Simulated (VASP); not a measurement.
Wanted: the native input for a VASP 6.6.1 run.

- Task: relaxation of cell and atoms
- Functional: PBE
- Potentials or basis: VASP PAW PBE potentials, release 64 (Al, As, In_d)
- Cutoff: 600 eV
- k mesh: 6 × 6 × 2
- Occupations: fermi-dirac, width 0.02 eV
- Spin: no spin polarisation
- Dipole correction: no
- Further INCAR settings: ALGO = Normal; EDIFF = 1e-06; IBRION = 2; EDIFFG = -0.005; NSW = 80; ISIF = 3

The structure of Al3InAs4 lies in POSCAR:

```
Al3InAs4
1.0
    3.9273893791      0.0000000000      0.0000000000
    0.0000000000      3.9273893791      0.0000000000
    0.0000000000      0.0000000000     11.1083346493
Al As In
3 4 1
Direct
    0.0000000000      0.0000000000      0.7500000000
    0.5000000000      0.5000000000      0.0000000000
    0.0000000000      0.0000000000      0.2500000000
    0.0000000000      0.5000000000      0.8750000000
    0.5000000000      0.0000000000      0.1250000000
    0.0000000000      0.5000000000      0.3750000000
    0.5000000000      0.0000000000      0.6250000000
    0.5000000000      0.5000000000      0.5000000000
```

The input as run:

INCAR

```
SYSTEM = Al3InAs4
PREC = Accurate ; ENCUT = 600
EDIFF = 1E-6 ; ISMEAR = -1
SIGMA = 0.02 ; LREAL = .FALSE.
LASPH = .TRUE. ; NELM = 60
ALGO = Normal ; ISIF = 3
LWAVE = .FALSE. ; LCHARG = .FALSE.
GGA = PE ; IBRION = 2
NSW = 80 ; EDIFFG = -0.005
```

KPOINTS

```
Automatic mesh
0
G
  6 6 2
  0 0 0
```

Potentials or basis: VASP PAW PBE potentials, release 64 (Al, As, In_d).

Launch:

```sh
$ cat potpaw_PBE.64/Al/POTCAR potpaw_PBE.64/As/POTCAR potpaw_PBE.64/In_d/POTCAR > POTCAR
$ mpirun -np 1 vasp_std > vasp.out
```

Results of the run:

```
Relaxed volume                        : 24.92 Å³/atom
Relaxed cell                          : a = 4.130 Å, b = 4.130 Å, c = 11.686 Å, α = 90.00°, β = 90.00°, γ = 90.00°
Space group after relaxing (to 0.1 Å) : P-4m2 (No. 115)
Energy gained by relaxing             : 178.6 meV/atom
Ionic steps                           : 12
Pressure after relaxing               : 0.0 GPa
Band gap on the k mesh                : 1.03 eV
```

Caveat: the volume moved by over 15 % at a fixed basis, so the end points are rough; spin-orbit coupling is left out, which moves the levels of the heavy elements.

Run time: 11 min on 1 thread of Intel(R) Xeon(R) Platinum 8488C (Sapphire Rapids) (shared host), peak memory 0.36 GiB.
